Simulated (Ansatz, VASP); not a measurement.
## BP: VASP beside Ansatz

The input INCAR:

```
SYSTEM = BP
PREC = Accurate ; ENCUT = 500
EDIFF = 1E-6 ; ISMEAR = 0
SIGMA = 0.01 ; LREAL = .False.
LASPH = .True. ; NELM = 120
ALGO = Normal ; ISIF = 2
LWAVE = .False. ; LCHARG = .False.
GGA = PE ; NBANDS = 11
GGA_COMPAT = .False.
```

The input KPOINTS:

```
regular mesh
0
Gamma
  10 10 10
  0 0 0
```

File POSCAR:

```
BP
1.0
    3.2088510000      0.0000000000      0.0000000000
    1.6044255000      2.7789464830      0.0000000000
    1.6044255000      0.9263154943      2.6200158702
B P
1 1
Direct
    0.0000000000      0.0000000000      0.0000000000
    0.2500000000      0.2500000000      0.2500000000
```

Input for Ansatz:

```yaml
crystal:
  lattice:
    - [3.208851, 0.0, 0.0]
    - [1.6044255000000005, 2.7789464829590997, 0.0]
    - [1.6044255000000005, 0.9263154943197001, 2.6200158702065144]
  atoms:
    - { symbol: B, position: [0.0, 0.0, 0.0] }
    - { symbol: P, position: [0.25, 0.25, 0.25] }
kpoints:
  mp_grid:
    grid: [10, 10, 10]
hamiltonian:
  xc: pbe
  pseudopotentials:
    kind: paw
scf:
  convergence:
    dr2_threshold: 1.0e-09
  occupations:
    method: fixed
output:
  eigenvalues: true
```

Alike in both runs: task single point; functional PBE; k mesh 10 × 10 × 10; no spin polarisation.

```csv
,VASP,Ansatz
version,VASP 6.6.1,Ansatz 0.2.0
potentials or method,"VASP PAW PBE potentials, release 64 (B, P)","plane waves, PAW"
plane-wave cutoff (eV),500,420
occupations,"gaussian, width 0.01 eV",fixed
valence electrons in the cell,8,8
```

```tsv
	VASP	Ansatz	Ansatz less VASP
gap on the k mesh at the Fermi level (eV)	1.24	1.24	+0.004
```
